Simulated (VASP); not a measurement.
# HfN (Fm-3m) in VASP: notebook, part 2 of 2

VASP 6.6.1. The steps go on from the part before.

## Step 4: Single point, PBEsol

This run uses another cell than the first one, of 11.40 Å³/atom, 0.989 times its volume.

The input, INCAR:

```
PREC = Accurate ; ENCUT = 520
EDIFF = 1E-6 ; ISMEAR = 0
SIGMA = 0.1 ; LREAL = F
LASPH = T ; NELM = 60
ALGO = Normal ; ISIF = 2
LWAVE = F ; LCHARG = T
GGA = PS ; LELF = T
LVHAR = T ; NBANDS = 14
```

The input, KPOINTS:

```
Automatic mesh
0
Gamma
  16 16 16
```

The input, POSCAR:

```
HfN
1.0
    0.0000000000      2.2507757603      2.2507757603
    2.2507757603      0.0000000000      2.2507757603
    2.2507757603      2.2507757603      0.0000000000
Hf N
1 1
Direct
    0.5000000000      0.5000000000      0.5000000000
    0.0000000000      0.0000000000      0.0000000000
```

Potentials or basis: VASP PAW PBE potentials, release 64 (Hf_pv, N).

Command:

```console
$ cat potpaw_PBE.64/Hf_pv/POTCAR potpaw_PBE.64/N/POTCAR > POTCAR
$ mpirun -np 1 vasp_std > vasp.out
```

OUTCAR:

```text
PREC = Accurate
   ENCUT = 520
   EDIFF = 1E-6
   ISMEAR = 0
   LREAL = F
   LASPH = T
   NELM = 60
   ISIF = 2
   GGA = PS

 ion  position               nearest neighbor table
   1  0.500  0.500  0.500-   2 2.25   2 2.25   2 2.25   2 2.25   2 2.25   2 2.25
   2  0.000  0.000  0.000-   1 2.25   1 2.25   1 2.25   1 2.25   1 2.25   1 2.25

  LATTYP: Found a face centered cubic cell.
 ALAT       =     4.5015515206

  Lattice vectors:

 A1 = (   0.0000000000,   2.2507757603,   2.2507757603)
 A2 = (   2.2507757603,   0.0000000000,   2.2507757603)
 A3 = (   2.2507757603,   2.2507757603,   0.0000000000)

Analysis of symmetry for initial positions (statically):
=====================================================================
 Subroutine PRICEL returns:
 Original cell was already a primitive cell.

 Routine SETGRP: Setting up the symmetry group for a
 face centered cubic supercell.

 Subroutine GETGRP returns: Found 48 space group operations
 (whereof 48 operations were pure point group operations)
 out of a pool of 48 trial point group operations.

The static configuration has the point symmetry O_h .

Analysis of symmetry for dynamics (positions and initial velocities):
=====================================================================
 Subroutine PRICEL returns:
 Original cell was already a primitive cell.

 Routine SETGRP: Setting up the symmetry group for a
 face centered cubic supercell.

 Subroutine GETGRP returns: Found 48 space group operations
 (whereof 48 operations were pure point group operations)
 out of a pool of 48 trial point group operations.

The dynamic configuration has the point symmetry O_h .

 Subroutine INISYM returns: Found 48 space group operations
 (whereof 48 operations are pure point group operations),
 and found     1 'primitive' translations

----------------------------------------------------------------------------------------

                                     Primitive cell

[... 114 lines left out ...]
   LORBIT       =      0    0 simple, 1 ext, 2 COOP (PROOUT), +10 PAW based schemes
   GGA     = PS    functional components
   LHFCALC =     F    Hartree Fock is set to
   AEXX    =    0.0000 exact exchange contribution
   IVDW    =     0    specifies the selected vdW correction
   LEPSILON=     F    determine dielectric tensor
   LRPA    =     F    only Hartree local field effects (RPA)
 non-spin polarized calculation
 Gauss-broadening in eV      SIGMA  =   0.10
  energy-cutoff  :      520.00
  volume of cell :       22.80
 maximum number of plane-waves:       636
   NGX = 11   NGY = 11   NGZ = 11

 number of electron      15.0000001 magnetization

 Free energy of the ion-electron system (eV)
  ---------------------------------------------------
  ext. energy  EPLUGINS =         0.00000000
  ---------------------------------------------------
  free energy    TOTEN  =       -22.99482989 eV

  energy without entropy =      -22.99187720  energy(sigma->0) =      -22.99335354

 E-fermi :   8.2879     XC(G=0): -12.9512

 val. band max:        8.2753744258   @ k =  -0.4375   0.3125   0.1250
 cond. band min:       8.2886796486   @ k =  -0.1250   0.0625   0.0000
 fundamental gap:      0.0133052228
 Fermi energy:         8.2878833699

 k-point     1 :       0.0000    0.0000    0.0000
  band No.  band energies     occupation
      1     -22.7219      2.00000
      2     -22.7219      2.00000
      3     -22.7219      2.00000
      4      -9.2068      2.00000
      5       5.3004      2.00000
      6       5.3004      2.00000
      7       5.3004      2.00000
      8       7.9183      2.00000
      9       7.9183      2.00000
     10       7.9183      2.00000
     11      10.2134      0.00000
     12      10.2661      0.00000
     13      10.2661      0.00000
     14      17.8608      0.00000
[... 377 lines left out ...]
      1     -22.8237      2.00000
      2     -22.7473      2.00000
      3     -22.7238      2.00000
      4      -8.9618      2.00000
      5       4.2636      2.00000
      6       4.6154      2.00000
      7       4.9361      2.00000
      8       8.0942      1.99384
      9       8.0954      1.99352
     10       8.5482      0.00023
     11      10.4028      0.00000
     12      11.2242      0.00000
     13      11.3301      0.00000
     14      18.6712      0.00000

 [... further k-points ...]
[... 5 lines left out ...]
  --------------------------------------------------------------------------------------
  -------------------------------------------------------------------------------------
  Total       -0.3110219     -0.3110219     -0.3110219      0.0000000      0.0000000      0.0000000
  in kB      -21.8511806    -21.8511806    -21.8511806      0.0000000      0.0000000      0.0000000
  external PRESSURE =     -21.8511806 kB  Pullay stress =       0.0000000 kB

 VOLUME and BASIS-vectors are now :
 -----------------------------------------------------------------------------
  energy-cutoff  :      520.00
  volume of cell :       22.80
      direct lattice vectors                 reciprocal lattice vectors
     0.000000000  2.250775760  2.250775760    -0.222145630  0.222145630  0.222145630
     2.250775760  0.000000000  2.250775760     0.222145630 -0.222145630  0.222145630
     2.250775760  2.250775760  0.000000000     0.222145630  0.222145630 -0.222145630

 POSITION                                       TOTAL-FORCE (eV/Angst)
 -----------------------------------------------------------------------------------
      2.25078      2.25078      2.25078        -0.000000      0.000000     -0.000000
      0.00000      0.00000      0.00000         0.000000     -0.000000      0.000000
 -----------------------------------------------------------------------------------
    total drift:                                0.000000     -0.000000     -0.000000

  FREE ENERGIE OF THE ION-ELECTRON SYSTEM (eV)
  ---------------------------------------------------
  free  energy   TOTEN  =       -22.9948298868 eV

  energy  without entropy=      -22.9918771960  energy(sigma->0) =      -22.99335354
```

OSZICAR:

```text
N       E                     dE             d eps       ncg     rms          rms(c)
DAV:   1     0.306305023268E+02    0.30631E+02   -0.78803E+03  4068   0.103E+03
DAV:   2    -0.239382212890E+02   -0.54569E+02   -0.50786E+02  5312   0.231E+02
DAV:   3    -0.257150381284E+02   -0.17768E+01   -0.17702E+01  4630   0.321E+01
DAV:   4    -0.257214383142E+02   -0.64002E-02   -0.63991E-02  4942   0.222E+00
DAV:   5    -0.257214812675E+02   -0.42953E-04   -0.42953E-04  4688   0.158E-01    0.513E+01
DAV:   6    -0.231110004954E+02    0.26105E+01   -0.71961E+00  4546   0.209E+01    0.427E+01
DAV:   7    -0.230253892815E+02    0.85611E-01   -0.43793E-01  5188   0.579E+00    0.260E+01
DAV:   8    -0.229999047019E+02    0.25485E-01   -0.10083E-01  4780   0.266E+00    0.505E+00
DAV:   9    -0.229950114965E+02    0.48932E-02   -0.14183E-02  4696   0.938E-01    0.199E+00
DAV:  10    -0.229948683921E+02    0.14310E-03   -0.11450E-03  5390   0.318E-01    0.480E-01
DAV:  11    -0.229948313540E+02    0.37038E-04   -0.84641E-05  5038   0.914E-02    0.845E-02
DAV:  12    -0.229948301718E+02    0.11822E-05   -0.75726E-06  4992   0.233E-02    0.287E-02
DAV:  13    -0.229948298868E+02    0.28499E-06   -0.18089E-07  3050   0.420E-03
   1 F= -.22994830E+02 E0= -.22993354E+02  d E =-.295269E-02
```

It took 13 s on 1 thread of Intel Xeon 6975P-C (Granite Rapids), shared host; peak memory 0.17 GiB.

Results:

* Free energy: -22.9948 eV
* Pressure: -2.2 GPa

Levels at points of the mesh, in eV from the Fermi level:
```
           k point  band 6  band 7  band 8  band 9  band 10  band 11
(0.00, 0.00, 0.00)   -2.99   -2.99   -0.37   -0.37    -0.37     1.93
(0.50, 0.00, 0.00)   -6.22   -6.22    3.35    3.78     3.78     4.47
(0.50, 0.50, 0.00)   -3.88   -3.65   -3.65    4.16     5.64     5.64
```

Caveat: the PAW data sets were made with another functional, which shifts forces and pressure a little; spin-orbit coupling is left out, which moves the levels of the heavy elements.

## Step 5: Relaxation of cell and atoms, PBEsol

The input, INCAR:

```
PREC     = Accurate       # precision mode
ENCUT    = 600            # plane-wave cutoff, eV
EDIFF    = 1E-7           # SCF threshold, eV
ISMEAR   = 0              # smearing method
SIGMA    = 0.1            # smearing width, eV
LREAL    = False          # projectors in reciprocal space
LASPH    = True           # aspherical terms in the spheres
NELM     = 60             # most SCF steps
ALGO     = Normal         # electronic algorithm
ISIF     = 3              # what is computed and relaxed
LWAVE    = False          # write WAVECAR
LCHARG   = False          # write CHGCAR
GGA      = PS             # functional
IBRION   = 2              # ionic algorithm
NSW      = 100            # ionic steps
EDIFFG   = -0.005         # ionic threshold
```

The input, KPOINTS:

```
regular mesh
0
Gamma
  16 16 16
```

The input, POSCAR:

```
HfN
1.0
    0.0000000000      2.2590026142      2.2590026142
    2.2590026142      0.0000000000      2.2590026142
    2.2590026142      2.2590026142      0.0000000000
Hf N
1 1
Direct
    0.5000000000      0.5000000000      0.5000000000
    0.0000000000      0.0000000000      0.0000000000
```

Command:

```console
$ cat potpaw_PBE.64/Hf_pv/POTCAR potpaw_PBE.64/N/POTCAR > POTCAR
$ mpirun -np 1 vasp_std > vasp.out
```

Run time: 49 s. Hardware: 1 thread of Intel Xeon 6975P-C (Granite Rapids), shared host; peak memory 0.21 GiB.

Results (log left out):

```yaml
Free_energy: -22.9986 eV
Relaxed_volume: 11.31 Å³/atom
Relaxed_cell: a = 3.175 Å, b = 3.175 Å, c = 3.175 Å, α = 60.00°, β = 60.00°, γ = 60.00°
Space_group_after_relaxing_to_0.05_Å: Fm-3m (No. 225)
Energy_gained_by_relaxing: 3.6 meV/atom
Ionic_steps: 3
Pressure_after_relaxing: -0.1 GPa
```

The path:
```tsv
step	energy change (eV)	largest force (eV/Å)	pressure (GPa)	volume (Å³)
1	0.0000	0.0000	-5.31	23.06
2	0.0216	0.0000	11.68	21.80
3	-0.0073	0.0000	-0.06	22.63
```

Final structure:
```xyz
2
Lattice="0.0000 2.2449 2.2449 2.2449 0.0000 2.2449 2.2449 2.2449 0.0000" Properties=species:S:1:pos:R:3 pbc="T T T"
Hf    2.2449    2.2449    2.2449
N     0.0000    0.0000    0.0000
```

Levels at points of the mesh, in eV from the Fermi level:
```
           k point  band 5  band 6  band 7  band 8  band 9  band 10  band 11
(0.00, 0.00, 0.00)   -3.00   -3.00   -3.00   -0.37   -0.37    -0.37     2.00
(0.50, 0.00, 0.00)   -9.01   -6.26   -6.26    3.39    3.82     3.82     4.51
(0.50, 0.50, 0.00)   -5.38   -3.92   -3.66   -3.66    4.20     5.70     5.71
```

Caveat: the PAW data sets were made with another functional, which shifts forces and pressure a little; spin-orbit coupling is left out, which moves the levels of the heavy elements.

## Step 6: Summary

| task | cell | k mesh | cutoff (eV) | gap on the mesh (eV) | pressure (GPa) |
| --- | --- | --- | --- | --- | --- |
| relaxation of cell and atoms | relaxed from a = 3.195 Å, angles 60.0°, 2 atoms | 16 × 16 × 16 | 600 | none | -0.1 |
| single point | a = 3.183 Å, angles 90.0, 60.0, 120.0°, 2 atoms | 12 × 12 × 13 | 520 | none | -2.2 |
| single point | a = 3.183 Å, angles 60.0°, 2 atoms | 16 × 16 × 16 | 520 | none | -2.2 |

Alike in all rows: level PBEsol; potentials or basis VASP PAW PBE potentials, release 64 (Hf_pv, N); no spin polarisation; smearing gaussian 0.1 eV.

Caveats: the PAW data sets were made with another functional, which shifts forces and pressure a little; spin-orbit coupling is left out, which moves the levels of the heavy elements.

Total energies depend on the potentials used, so only differences within one code and one set of settings carry meaning.
